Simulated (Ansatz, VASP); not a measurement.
# Mn in VASP and in Ansatz

Contents of INCAR:

```
SYSTEM = Mn
PREC     = Accurate       ! precision mode
ENCUT    = 520            ! plane-wave cutoff, eV
EDIFF    = 1E-7           ! SCF threshold, eV
ISMEAR   = -1             ! smearing method
SIGMA    = 0.1            ! smearing width, eV
LREAL    = .FALSE.        ! projectors in reciprocal space
LASPH    = .TRUE.         ! aspherical terms in the spheres
NELM     = 100            ! most SCF steps
ALGO     = Normal         ! electronic algorithm
ISIF     = 2              ! what is computed and relaxed
LWAVE    = .FALSE.        ! write WAVECAR
LCHARG   = .FALSE.        ! write CHGCAR
GGA      = PE             ! functional
NBANDS   = 26             ! bands
```

KPOINTS

```
regular mesh
0
G
  12 12 17
  0 0 0
```

POSCAR

```
Mn
1.0
    3.9061941644      0.0000000000      0.0000000000
   -1.9530970822      3.3828633785      0.0000000000
    0.0000000000      0.0000000000      2.4499825464
Mn
3
Direct
    0.0000000000      0.0000000000      0.0000000000
    0.3333333333      0.6666666667      0.5000000000
    0.6666666667      0.3333333333      0.5000000000
```

Input for Ansatz:

```yaml
crystal:
  lattice:
    - [3.9061941644, 0.0, 0.0]
    - [-1.9530970822, 3.3828633785, 0.0]
    - [0.0, 0.0, 2.4499825464]
  atoms:
    - { symbol: Mn, position: [0.0, 0.0, 0.0] }
    - { symbol: Mn, position: [0.3333333333, 0.6666666667, 0.5] }
    - { symbol: Mn, position: [0.6666666667, 0.3333333333, 0.5] }
hamiltonian:
  xc: pbe
  pseudopotentials:
    kind: paw
    azcp:
      Mn: "pseudopotentials/Mn.paw.azcp"
basis:
  ecutwfc: 420
  fft_grid_basis: typed
kpoints:
  mp_grid: { grid: [12, 12, 17], shift: [0, 0, 0] }
magnetization:
  spin_polarized: false
scf:
  occupations: { method: fermi_dirac, width: 0.1 }
output:
  stress: true
```

Alike in both runs: task single point; functional PBE; k mesh 12 × 12 × 17; occupations fermi-dirac, width 0.1 eV; no spin polarisation.

|  | VASP | Ansatz |
| --- | --- | --- |
| version | VASP 6.6.1 | Ansatz 0.2.0 |
| potentials or method | VASP PAW PBE potentials, release 64 (Mn_pv), cutoff 520 eV | plane waves (420 eV) with PAW, scalar-relativistic |
| valence electrons in the cell | 39 | 45 |

|  | VASP | Ansatz | Ansatz less VASP |
| --- | --- | --- | --- |
| pressure (GPa) | 0.0 | 0.0 | 0.00 |
| traceless stress, the component that is largest in VASP (GPa) | -0.02 | 0.11 | +0.122 |

The functional is the same, so the differences come from potentials, cutoffs and numerics. VASP's potentials hold 39 valence electrons a cell and Ansatz's 45, so a difference there can come from the potentials and not from the codes.
